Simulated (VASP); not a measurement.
# H (I4/mmm) in VASP: further runs

The runs below take H through single point, with PBE.

All numbers are computed with VASP 6.6.1; they aren't measurements. Logs are shortened: lines on timing, memory, paths and dates and some standing lists are left out, and cuts for length are marked.

### 1 The cell of the first run

Symmetry: I4/mmm, No. 139, tetragonal system. The conventional cell has a = 3.337 Å, b = 3.337 Å, c = 4.061 Å, α = 90.00°, β = 90.00°, γ = 90.00°. H (site symmetry 4mm) has 1 H at 0.73 Å within 1.0 Å.

### 2 Single point, PBE (functional pbe, volume scaled by 0.96)

Contents of INCAR:

```
SYSTEM = H
  PREC = Accurate
  ENCUT = 520
  EDIFF = 1E-7
  ISMEAR = -1
  SIGMA = 0.01
  LREAL = .False.
  LASPH = .True.
  NELM = 80
  ALGO = Normal
  ISIF = 2
  LWAVE = .False.
  LCHARG = .False.
  GGA = PE
  NBANDS = 8
```

Contents of KPOINTS:

```
Automatic mesh
0
Gamma
  12 12 12
  0 0 0
```

Contents of POSCAR:

```
H
1.0
   -1.6686730936      1.6686730936      2.0306533635
    1.6686730936     -1.6686730936      2.0306533635
    1.6686730936      1.6686730936     -2.0306533635
H
2
Direct
    0.9098622900      0.9098622900      0.0000000000
    0.0901377100      0.0901377100      0.0000000000
```

Potentials or basis: VASP PAW PBE potentials, release 64 (H).

The run is started by

```console
$ cat potpaw_PBE.64/H/POTCAR > POTCAR
$ mpirun -np 1 vasp_std > vasp.out
```

OUTCAR:

```text
SYSTEM = H
   PREC = Accurate
   ENCUT = 520
   EDIFF = 1E-7
   ISMEAR = -1
   LREAL = .False.
   LASPH = .True.
   NELM = 80
   ISIF = 2
   GGA = PE

 ion  position               nearest neighbor table
   1  0.910  0.910  0.000-   2 0.73
   2  0.090  0.090  0.000-   1 0.73

  LATTYP: Found a body centered tetragonal cell.
 ALAT       =     3.3373461872
 C/A-ratio  =     1.2169270130

  Lattice vectors:

 A1 = (  -1.6686730936,   1.6686730936,   2.0306533635)
 A2 = (   1.6686730936,  -1.6686730936,   2.0306533635)
 A3 = (   1.6686730936,   1.6686730936,  -2.0306533635)

Analysis of symmetry for initial positions (statically):
=====================================================================
 Subroutine PRICEL returns:
 Original cell was already a primitive cell.

 Routine SETGRP: Setting up the symmetry group for a
 body centered tetragonal supercell.

 Subroutine GETGRP returns: Found 16 space group operations
 (whereof 16 operations were pure point group operations)
 out of a pool of 16 trial point group operations.

The static configuration has the point symmetry D_4h.

Analysis of symmetry for dynamics (positions and initial velocities):
=====================================================================
 Subroutine PRICEL returns:
 Original cell was already a primitive cell.

 Routine SETGRP: Setting up the symmetry group for a
 body centered tetragonal supercell.

 Subroutine GETGRP returns: Found 16 space group operations
 (whereof 16 operations were pure point group operations)
 out of a pool of 16 trial point group operations.

The dynamic configuration has the point symmetry D_4h.

 Subroutine INISYM returns: Found 16 space group operations
 (whereof 16 operations are pure point group operations),
 and found     1 'primitive' translations

----------------------------------------------------------------------------------------

                                     Primitive cell

  volume of cell :      22.6172

  direct lattice vectors                    reciprocal lattice vectors
    -1.668673094  1.668673094  2.030653363     0.000000000  0.299639277  0.246226170
     1.668673094 -1.668673094  2.030653363     0.299639277  0.000000000  0.246226170
     1.668673094  1.668673094 -2.030653363     0.299639277  0.299639277  0.000000000

  length of vectors
     3.113276870  3.113276870  3.113276870     0.387828600  0.387828600  0.423753930

  position of ions in fractional coordinates (direct lattice)
[... 77 lines left out ...]
   ENCUT  =  520.0 eV  38.22 Ry    6.18 a.u.   5.79  5.79  5.79*2*pi/ulx,y,z
   NELM   =     80;   NELMIN=  2; NELMDL= -5     # of ELM steps
   EDIFF  = 0.1E-06   stopping-criterion for ELM
   LREAL  =      F    real-space projection
   EDIFFG = 0.1E-05   stopping-criterion for IOM
   NSW    =      0    number of steps for IOM
   IBRION =     -1    ionic relax: 0-MD 1-quasi-New 2-CG
   NFREE  =      0    steps in history (QN), initial steepest desc. (CG)
   ISIF   =      2    stress and relaxation
   ISYM   =      2    0-nonsym 1-usesym 2-fastsym
   POTIM  = 0.5000    time-step for ionic-motion
   TEBEG  =    0.0;   TEEND  =   0.0 temperature during run
   PSTRESS=    0.0 pullay stress
   NELECT =       2.0000    total number of electrons
   NUPDOWN=      -1.0000    fix difference up-down
   EMIN   =  10.00;   EMAX   =-10.00  energy-range for DOS
   EFERMI =   0.00;   METHOD = LEGACY
   ISMEAR =    -1;   SIGMA  =   0.01  broadening in eV -4-tet -1-fermi 0-gaus
   EFERMI_NEDOS =   21; number of points for ismear=-14 and -15
   IALGO  =     38    algorithm
   IMIX   =      4    mixing-type and parameters
     AMIX     =   0.40;   BMIX     =  1.00
     AMIX_MAG =   1.60;   BMIX_MAG =  1.00
  volume/ion in A,a.u.               =      11.31        76.31
  Fermi-wavevector in a.u.,A,eV,Ry     =   0.729355  1.378280  7.237730  0.531958
  Thomas-Fermi vector in A             =   1.821056
   LORBIT       =      0    0 simple, 1 ext, 2 COOP (PROOUT), +10 PAW based schemes
   GGA     = PE    functional components
   LHFCALC =     F    Hartree Fock is set to
   AEXX    =    0.0000 exact exchange contribution
   IVDW    =     0    specifies the selected vdW correction
   LEPSILON=     F    determine dielectric tensor
   LRPA    =     F    only Hartree local field effects (RPA)
 non-spin polarized calculation
  energy-cutoff  :      520.00
  volume of cell :       22.62
 maximum number of plane-waves:       621
   NGX = 11   NGY = 11   NGZ = 11

 number of electron       2.0000000 magnetization

 Free energy of the ion-electron system (eV)
  ---------------------------------------------------
  ext. energy  EPLUGINS =         0.00000000
  ---------------------------------------------------
  free energy    TOTEN  =        -6.77417594 eV

  energy without entropy =       -6.77417594  energy(sigma->0) =       -6.77417594

 E-fermi :  -7.8780     XC(G=0):  -5.4395

 val. band max:       -8.1060504844   @ k =   0.5000   0.5000   0.5000
 cond. band min:       0.8676799747   @ k =   0.5000  -0.0000   0.0000
 fundamental gap:      8.9737304591
 Fermi energy:        -7.8779999549

 k-point     1 :       0.0000    0.0000    0.0000
  band No.  band energies     occupation
      1     -10.6071      2.00000
      2       5.7480      0.00000
      3       9.3823      0.00000
      4      15.8747      0.00000
      5      15.8747      0.00000
      6      17.9788      0.00000
      7      17.9788      0.00000
      8      19.5298      0.00000
[... 243 lines left out ...]
 k-point    24 :      -0.4167    0.1667   -0.0000
  band No.  band energies     occupation
      1      -9.2115      2.00000
      2       2.2989      0.00000
      3       7.1939      0.00000
      4      10.4699      0.00000
      5      12.5670      0.00000
      6      16.6705      0.00000
      7      19.5870      0.00000
      8      19.8951      0.00000

 [... further k-points ...]
[... 5 lines left out ...]
  --------------------------------------------------------------------------------------
  -------------------------------------------------------------------------------------
  Total        0.0373929      0.0373929      0.4999253      0.0000000      0.0000000      0.0000000
  in kB        2.6488748      2.6488748     35.4141990      0.0000000      0.0000000      0.0000000
  external PRESSURE =      13.5706495 kB  Pullay stress =       0.0000000 kB

 VOLUME and BASIS-vectors are now :
 -----------------------------------------------------------------------------
  energy-cutoff  :      520.00
  volume of cell :       22.62
      direct lattice vectors                 reciprocal lattice vectors
    -1.668673094  1.668673094  2.030653363     0.000000000  0.299639277  0.246226170
     1.668673094 -1.668673094  2.030653363     0.299639277  0.000000000  0.246226170
     1.668673094  1.668673094 -2.030653363     0.299639277  0.299639277  0.000000000

 POSITION                                       TOTAL-FORCE (eV/Angst)
 -----------------------------------------------------------------------------------
      0.00000      0.00000      3.69523         0.000000      0.000000     -0.633255
      0.00000      0.00000      0.36608        -0.000000     -0.000000      0.633255
 -----------------------------------------------------------------------------------
    total drift:                               -0.000000      0.000000      0.000000

  FREE ENERGIE OF THE ION-ELECTRON SYSTEM (eV)
  ---------------------------------------------------
  free  energy   TOTEN  =        -6.7741759387 eV

  energy  without entropy=       -6.7741759387  energy(sigma->0) =       -6.77417594
```

OSZICAR:

```text
N       E                     dE             d eps       ncg     rms          rms(c)
DAV:   1    -0.709147876553E+01   -0.70915E+01   -0.46357E+02  2632   0.159E+02
DAV:   2    -0.735931517924E+01   -0.26784E+00   -0.26784E+00  3608   0.930E+00
DAV:   3    -0.735964298462E+01   -0.32781E-03   -0.32781E-03  2888   0.305E-01
DAV:   4    -0.735964337015E+01   -0.38553E-06   -0.38553E-06  3992   0.114E-02
DAV:   5    -0.735964337036E+01   -0.21193E-09   -0.21201E-09  2968   0.166E-04    0.455E+00
DAV:   6    -0.695874420330E+01    0.40090E+00   -0.21207E-01  2744   0.137E+00    0.248E+00
DAV:   7    -0.677068768724E+01    0.18806E+00   -0.46579E-01  2968   0.216E+00    0.283E-01
DAV:   8    -0.677516459815E+01   -0.44769E-02   -0.90061E-03  2816   0.348E-01    0.181E-01
DAV:   9    -0.677415897971E+01    0.10056E-02   -0.24858E-03  3280   0.172E-01    0.134E-02
DAV:  10    -0.677416993497E+01   -0.10955E-04   -0.37520E-05  3088   0.372E-02    0.353E-03
DAV:  11    -0.677417534549E+01   -0.54105E-05   -0.43836E-06  2936   0.130E-02    0.235E-03
DAV:  12    -0.677417584427E+01   -0.49878E-06   -0.75680E-08  3768   0.163E-03    0.232E-04
DAV:  13    -0.677417594749E+01   -0.10322E-06   -0.13894E-08  3088   0.671E-04    0.233E-04
DAV:  14    -0.677417593871E+01    0.87846E-08   -0.21171E-09  1432   0.148E-04
   1 F= -.67741759E+01 E0= -.67741759E+01  d E =-.377667E-13
```

stdout:

```text
POSCAR found type information on POSCAR H
 POSCAR found :  1 types and       2 ions
 scaLAPACK will be used
 LDA part: xc-table for (Slater+PW92), standard interpolation
 POSCAR, INCAR and KPOINTS ok, starting setup
 FFT: planning ... GRIDC
 FFT: planning ... GRID_SOFT
 FFT: planning ... GRID
 WAVECAR not read
 entering main loop
```

Run time: 7.7 s. Hardware: 1 thread of Intel Xeon 6975P-C (Granite Rapids), shared host; peak memory 0.14 GiB.

Results:

* Free energy: -6.7742 eV
* Pressure: 1.4 GPa
* Largest force: 0.633 eV/Å
* Band gap on the k mesh: 8.97 eV, indirect (least direct gap 9.83 eV)

Forces on the atoms (eV/Å):
```
H    0.000  0.000 -0.633
H    0.000  0.000  0.633
```

Stress tensor (GPa, compression positive):
```
0.26 0.00 0.00
0.00 0.26 0.00
0.00 0.00 3.54
```

Levels at points of the mesh, in eV from the valence-band top:
| k point | band 1 | band 2 | band 3 | band 4 | band 5 | band 6 |
| --- | --- | --- | --- | --- | --- | --- |
| (0.00, 0.00, 0.00) | -2.50 | 13.85 | 17.49 | 23.98 | 23.98 | 26.08 |
| (0.50, 0.00, 0.00) | -0.85 | 8.97 | 17.24 | 19.18 | 20.67 | 23.64 |
| (0.50, 0.50, 0.00) | -0.63 | 10.77 | 14.33 | 16.50 | 19.32 | 20.28 |
| (0.50, 0.50, 0.50) | 0.00 | 10.26 | 15.77 | 16.38 | 16.38 | 18.74 |

Caveat: the cell differs from its parent crystal (functional pbe, volume scaled by 0.96).

### 3 Single point, PBE

This run uses another cell than the first one, of 11.78 Å³/atom, 1.042 times its volume.

Contents of INCAR:

```
PREC     = Accurate       # precision mode
ENCUT    = 520            # plane-wave cutoff, eV
EDIFF    = 1E-6           # SCF threshold, eV
ISMEAR   = -1             # smearing method
SIGMA    = 0.01           # smearing width, eV
LREAL    = False          # projectors in reciprocal space
LASPH    = True           # aspherical terms in the spheres
NELM     = 60             # most SCF steps
ALGO     = Normal         # electronic algorithm
ISIF     = 2              # what is computed and relaxed
LWAVE    = False          # write WAVECAR
LCHARG   = False          # write CHGCAR
GGA      = PE             # functional
NBANDS   = 8              # bands
```

Contents of KPOINTS:

```
regular mesh
0
Gamma
  12 12 12
```

Contents of POSCAR:

```
H
1.0
   -1.6915344700      1.6915344700      2.0584739900
    1.6915344700     -1.6915344700      2.0584739900
    1.6915344700      1.6915344700     -2.0584739900
H
2
Direct
    0.9098622900      0.9098622900      0.0000000000
    0.0901377100      0.0901377100      0.0000000000
```

Potentials or basis: VASP PAW PBE potentials, release 64 (H).

The run is started by

```console
$ cat potpaw_PBE.64/H/POTCAR > POTCAR
$ mpirun -np 1 vasp_std > vasp.out
```

It took 7 s on 1 thread of Intel Xeon 6975P-C (Granite Rapids), shared host; peak memory 0.14 GiB.

It converged, with:

- Free energy: -6.7812 eV
- Pressure: 0.6 GPa
- Largest force: 0.264 eV/Å
- Band gap on the k mesh: 8.94 eV, indirect (least direct gap 9.74 eV)

Forces in eV/Å, atoms in the order of the input:
```
H    0.000  0.000 -0.264
H    0.000  0.000  0.264
```

Stress tensor (GPa, compression positive):
```
0.19 0.00 0.00
0.00 0.19 0.00
0.00 0.00 1.51
```

Levels at points of the mesh, in eV from the valence-band top:
```csv
k point,band 1,band 2,band 3,band 4
"(0.00, 0.00, 0.00)",-2.37,13.60,17.09,23.54
"(0.50, 0.00, 0.00)",-0.81,8.94,16.96,18.79
"(0.50, 0.50, 0.00)",-0.60,10.71,14.06,16.26
"(0.50, 0.50, 0.50)",0.00,10.15,15.58,16.16
```
